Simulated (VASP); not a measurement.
# MnSi (P2_13) in VASP: single point with PBE

Aim: the single point of MnSi with PBE.

Everything below comes from runs of VASP 6.6.1. Logs are shortened: lines on timing, memory, paths and dates and some standing lists are left out, and cuts for length are marked.

## (1) The cell of the first run

It takes space group P2_13 (No. 198, cubic). The conventional cell has a = 4.548 Å, b = 4.548 Å, c = 4.548 Å, α = 90.00°, β = 90.00°, γ = 90.00°. Mn (site symmetry 3) has 7 Si at 2.30 to 2.53 Å and 6 Mn at 2.79 Å within 3.0 Å. Si (site symmetry 3) has 7 Mn at 2.30 to 2.53 Å and 6 Si at 2.81 Å within 3.0 Å.

## (2) Single point, PBE, collinear spin, ferromagnetic start

INCAR reads:

```
PREC = Accurate
ENCUT = 520
EDIFF = 1E-6
ISMEAR = 1
SIGMA = 0.05
LREAL = False
LASPH = True
NELM = 150
ALGO = Normal
ISIF = 2
LWAVE = False
LCHARG = False
ISPIN = 2
MAGMOM = 4 4 4 4 0 0 0 0
LORBIT = 11
LMAXMIX = 4
GGA = PE
NBANDS = 48
```

KPOINTS reads:

```
Automatic mesh
0
Gamma
  7 7 7
```

POSCAR reads:

```
MnSi
1.0
    4.5480000000      0.0000000000      0.0000000000
    0.0000000000      4.5480000000      0.0000000000
    0.0000000000      0.0000000000      4.5480000000
Mn Si
4 4
Direct
    0.1380000000      0.1380000000      0.1380000000
    0.3620000000      0.8620000000      0.6380000000
    0.6380000000      0.3620000000      0.8620000000
    0.8620000000      0.6380000000      0.3620000000
    0.8460000000      0.8460000000      0.8460000000
    0.6540000000      0.1540000000      0.3460000000
    0.3460000000      0.6540000000      0.1540000000
    0.1540000000      0.3460000000      0.6540000000
```

Potentials or basis: VASP PAW PBE potentials, release 64 (Mn_pv, Si).

Launch:

```console
> cat potpaw_PBE.64/Mn_pv/POTCAR potpaw_PBE.64/Si/POTCAR > POTCAR
> mpirun -np 1 vasp_std > vasp.out
```

OUTCAR:

```text
PREC = Accurate
   ENCUT = 520
   EDIFF = 1E-6
   ISMEAR = 1
   LREAL = False
   LASPH = True
   NELM = 150
   ISIF = 2
   ISPIN = 2
   LORBIT = 11
   GGA = PE

 ion  position               nearest neighbor table
   1  0.138  0.138  0.138-   5 2.30   6 2.40   7 2.40   8 2.40   7 2.53   8 2.53   6 2.53   3 2.79
                             4 2.79   2 2.79   2 2.79   4 2.79   3 2.79
   2  0.362  0.862  0.638-   6 2.30   5 2.40   7 2.40   8 2.40   7 2.53   8 2.53   5 2.53   1 2.79
                             1 2.79   3 2.79   3 2.79   4 2.79   4 2.79
   3  0.638  0.362  0.862-   7 2.30   6 2.40   5 2.40   8 2.40   8 2.53   6 2.53   5 2.53   1 2.79
                             4 2.79   2 2.79   2 2.79   4 2.79   1 2.79
   4  0.862  0.638  0.362-   8 2.30   6 2.40   7 2.40   5 2.40   6 2.53   5 2.53   7 2.53   1 2.79
                             3 2.79   2 2.79   1 2.79   2 2.79   3 2.79
   5  0.846  0.846  0.846-   1 2.30   2 2.40   3 2.40   4 2.40   3 2.53   4 2.53   2 2.53   6 2.81
                             7 2.81   8 2.81   6 2.81   8 2.81   7 2.81
   6  0.654  0.154  0.346-   2 2.30   1 2.40   3 2.40   4 2.40   3 2.53   4 2.53   1 2.53   8 2.81
                             5 2.81   5 2.81   7 2.81   7 2.81   8 2.81
   7  0.346  0.654  0.154-   3 2.30   2 2.40   1 2.40   4 2.40   4 2.53   2 2.53   1 2.53   8 2.81
                             5 2.81   8 2.81   6 2.81   6 2.81   5 2.81
   8  0.154  0.346  0.654-   4 2.30   2 2.40   3 2.40   1 2.40   2 2.53   1 2.53   3 2.53   7 2.81
                             5 2.81   7 2.81   5 2.81   6 2.81   6 2.81

  LATTYP: Found a simple cubic cell.
 ALAT       =     4.5480000000

  Lattice vectors:

 A1 = (   4.5480000000,   0.0000000000,   0.0000000000)
 A2 = (   0.0000000000,   4.5480000000,   0.0000000000)
 A3 = (   0.0000000000,   0.0000000000,   4.5480000000)

Analysis of symmetry for initial positions (statically):
=====================================================================
 Subroutine PRICEL returns:
 Original cell was already a primitive cell.

 Routine SETGRP: Setting up the symmetry group for a
 simple cubic supercell.

 Subroutine GETGRP returns: Found 12 space group operations
 (whereof  3 operations were pure point group operations)
 out of a pool of 48 trial point group operations.

The static configuration has the point symmetry C_3 .
 The point group associated with its full space group is T   .

Analysis of symmetry for dynamics (positions and initial velocities):
=====================================================================
 Subroutine PRICEL returns:
 Original cell was already a primitive cell.

 Routine SETGRP: Setting up the symmetry group for a
 simple cubic supercell.

 Subroutine GETGRP returns: Found 12 space group operations
 (whereof  3 operations were pure point group operations)
 out of a pool of 48 trial point group operations.

The dynamic configuration has the point symmetry C_3 .
 The point group associated with its full space group is T   .

Analysis of structural, dynamic, and magnetic symmetry:
=====================================================================
 Subroutine PRICEL returns:
 Original cell was already a primitive cell.

 Routine SETGRP: Setting up the symmetry group for a
 simple cubic supercell.

 Subroutine GETGRP returns: Found 12 space group operations
 (whereof  3 operations were pure point group operations)
 out of a pool of 48 trial point group operations.

The overall configuration has the point symmetry C_3 .
 The point group associated with its full space group is T   .

 Subroutine INISYM returns: Found 12 space group operations
 (whereof  3 operations are pure point group operations),
 and found     1 'primitive' translations

----------------------------------------------------------------------------------------

                                     Primitive cell

  volume of cell :      94.0722

  direct lattice vectors                    reciprocal lattice vectors
     4.548000000  0.000000000  0.000000000     0.219876869  0.000000000  0.000000000
     0.000000000  4.548000000  0.000000000     0.000000000  0.219876869  0.000000000
     0.000000000  0.000000000  4.548000000     0.000000000  0.000000000  0.219876869

  length of vectors
     4.548000000  4.548000000  4.548000000     0.219876869  0.219876869  0.219876869

  position of ions in fractional coordinates (direct lattice)
     0.138000000  0.138000000  0.138000000
     0.362000000  0.862000000  0.638000000
[... 81 lines left out ...]
   ICHARG =      2    charge: 1-file 2-atom 10-const
   ISPIN  =      2    spin polarized calculation?
   LNONCOLLINEAR =      F non collinear calculations
   LSORBIT =      F    spin-orbit coupling
   LASPH  =      T    aspherical Exc in radial PAW
   ENCUT  =  520.0 eV  38.22 Ry    6.18 a.u.   8.46  8.46  8.46*2*pi/ulx,y,z
   NELM   =    150;   NELMIN=  2; NELMDL= -5     # of ELM steps
   EDIFF  = 0.1E-05   stopping-criterion for ELM
   LREAL  =      F    real-space projection
   EDIFFG = 0.1E-04   stopping-criterion for IOM
   NSW    =      0    number of steps for IOM
   IBRION =     -1    ionic relax: 0-MD 1-quasi-New 2-CG
   NFREE  =      0    steps in history (QN), initial steepest desc. (CG)
   ISIF   =      2    stress and relaxation
   ISYM   =      2    0-nonsym 1-usesym 2-fastsym
   POTIM  = 0.5000    time-step for ionic-motion
   TEBEG  =    0.0;   TEEND  =   0.0 temperature during run
   PSTRESS=    0.0 pullay stress
   NELECT =      68.0000    total number of electrons
   NUPDOWN=      -1.0000    fix difference up-down
   EMIN   =  10.00;   EMAX   =-10.00  energy-range for DOS
   EFERMI =   0.00;   METHOD = LEGACY
   ISMEAR =     1;   SIGMA  =   0.05  broadening in eV -4-tet -1-fermi 0-gaus
   EFERMI_NEDOS =   21; number of points for ismear=-14 and -15
   IALGO  =     38    algorithm
   IMIX   =      4    mixing-type and parameters
     AMIX     =   0.40;   BMIX     =  1.00
     AMIX_MAG =   1.60;   BMIX_MAG =  1.00
  volume/ion in A,a.u.               =      11.76        79.35
  Fermi-wavevector in a.u.,A,eV,Ry     =   1.469233  2.776448 29.370157  2.158646
  Thomas-Fermi vector in A             =   2.584635
   LORBIT       =     11    0 simple, 1 ext, 2 COOP (PROOUT), +10 PAW based schemes
   GGA     = PE    functional components
   LHFCALC =     F    Hartree Fock is set to
   AEXX    =    0.0000 exact exchange contribution
   IVDW    =     0    specifies the selected vdW correction
   LEPSILON=     F    determine dielectric tensor
   LRPA    =     F    only Hartree local field effects (RPA)
 spin polarized calculation
 Methfessel and Paxton  Order N= 1 SIGMA  =   0.05
  energy-cutoff  :      520.00
  volume of cell :       94.07
 maximum number of plane-waves:      2552
 NGX is ok and might be reduce to    36
   NGX = 17   NGY = 17   NGZ = 17

 number of electron      68.0000000 magnetization      16.0000000

 number of electron      68.0000085 magnetization       4.0008400

 Free energy of the ion-electron system (eV)
  ---------------------------------------------------
  ext. energy  EPLUGINS =         0.00000000
  ---------------------------------------------------
  free energy    TOTEN  =       -61.39676672 eV

  energy without entropy =      -61.39660806  energy(sigma->0) =      -61.39671383

 E-fermi :  10.9162     XC(G=0): -12.7221

 val. band max:       10.9138154230   @ k =   0.4286   0.4286   0.4286
 cond. band min:      10.9217629755   @ k =   0.2857   0.0000   0.0000
 fundamental gap:      0.0079475524
 Fermi energy:        10.9161878095

 spin component 1

 k-point     1 :       0.0000    0.0000    0.0000
  band No.  band energies     occupation
      1     -37.5468      1.00000
      2     -37.5468      1.00000
      3     -37.5468      1.00000
      4     -37.4790      1.00000
      5     -37.4790      1.00000
      6     -37.4710      1.00000
[... 1165 lines left out ...]
     45      16.5491      0.00000
     46      16.7073      0.00000
 Fermi energy:        10.9161878095

 spin component 2

 k-point     1 :       0.0000    0.0000    0.0000
  band No.  band energies     occupation
      1     -36.5166      1.00000
      2     -36.5166      1.00000
      3     -36.5166      1.00000
      4     -36.4367      1.00000
      5     -36.2983      1.00000
      6     -36.2983      1.00000
[... 1165 lines left out ...]
     45      16.8002      0.00000
     46      16.8855      0.00000
 [bands above 46 left out]

------------------------ aborting loop because EDIFF is reached ----------------------------------------

  FORCE on cell =-STRESS in cart. coord.  units (eV):
  Direction    XX          YY          ZZ          XY          YZ          ZX
  --------------------------------------------------------------------------------------
  -------------------------------------------------------------------------------------
  Total       -2.6108089     -2.6108089     -2.6108089      0.0000000      0.0000000      0.0000000
  in kB      -44.4656139    -44.4656139    -44.4656139      0.0000000      0.0000000      0.0000000
  external PRESSURE =     -44.4656139 kB  Pullay stress =       0.0000000 kB

 VOLUME and BASIS-vectors are now :
 -----------------------------------------------------------------------------
  energy-cutoff  :      520.00
  volume of cell :       94.07
      direct lattice vectors                 reciprocal lattice vectors
     4.548000000  0.000000000  0.000000000     0.219876869  0.000000000  0.000000000
     0.000000000  4.548000000  0.000000000     0.000000000  0.219876869  0.000000000
     0.000000000  0.000000000  4.548000000     0.000000000  0.000000000  0.219876869

 POSITION                                       TOTAL-FORCE (eV/Angst)
 -----------------------------------------------------------------------------------
      0.62762      0.62762      0.62762        -0.135824     -0.135824     -0.135824
      1.64638      3.92038      2.90162         0.135824      0.135824     -0.135824
      2.90162      1.64638      3.92038        -0.135824      0.135824      0.135824
      3.92038      2.90162      1.64638         0.135824     -0.135824      0.135824
      3.84761      3.84761      3.84761        -0.049601     -0.049601     -0.049601
      2.97439      0.70039      1.57361         0.049601      0.049601     -0.049601
      1.57361      2.97439      0.70039        -0.049601      0.049601      0.049601
      0.70039      1.57361      2.97439         0.049601     -0.049601      0.049601
 -----------------------------------------------------------------------------------
    total drift:                               -0.000001     -0.000000      0.000000

  FREE ENERGIE OF THE ION-ELECTRON SYSTEM (eV)
  ---------------------------------------------------
  free  energy   TOTEN  =       -61.3967667164 eV

  energy  without entropy=      -61.3966080617  energy(sigma->0) =      -61.39671383

 total charge

# of ion       s       p       d       tot
------------------------------------------
    1        0.327   6.374   5.268  11.968
    2        0.327   6.374   5.268  11.968
    3        0.327   6.374   5.268  11.968
    4        0.327   6.374   5.268  11.968
    5        0.742   0.892   0.000   1.634
    6        0.742   0.892   0.000   1.634
    7        0.742   0.892   0.000   1.634
    8        0.742   0.892   0.000   1.634
--------------------------------------------------
tot          4.274  29.062  21.073  54.409

 magnetization (x)

# of ion       s       p       d       tot
------------------------------------------
    1        0.001   0.007   1.059   1.066
    2        0.001   0.007   1.059   1.066
    3        0.001   0.007   1.059   1.066
    4        0.001   0.007   1.059   1.066
    5       -0.013  -0.038   0.000  -0.051
    6       -0.013  -0.038   0.000  -0.051
    7       -0.013  -0.038   0.000  -0.051
    8       -0.013  -0.038   0.000  -0.051
--------------------------------------------------
tot         -0.051  -0.124   4.234   4.059
```

Run time: 4.5 min. Hardware: 1 thread of Oxide Virtual Turin-like, shared host; peak memory 0.3 GiB.

Results:

- Free energy: -61.3968 eV
- Pressure: -4.4 GPa
- Largest force: 0.235 eV/Å
- Band gap on the k mesh: zero (filled and empty bands overlap)
- Net moment: 4.00 μB per cell
- Site moments: Mn +1.07; Si -0.05 μB
- Valence electrons inside the program's atomic spheres: Mn 11.97; Si 1.63

Forces in eV/Å, atoms in the order of the input:
```
Mn  -0.136 -0.136 -0.136
Mn   0.136  0.136 -0.136
Mn  -0.136  0.136  0.136
Mn   0.136 -0.136  0.136
Si  -0.050 -0.050 -0.050
Si   0.050  0.050 -0.050
Si  -0.050  0.050  0.050
Si   0.050 -0.050  0.050
```

Caveat: the moment fell far below its start of 4 μB, so a state of higher moment may lie lower in energy.
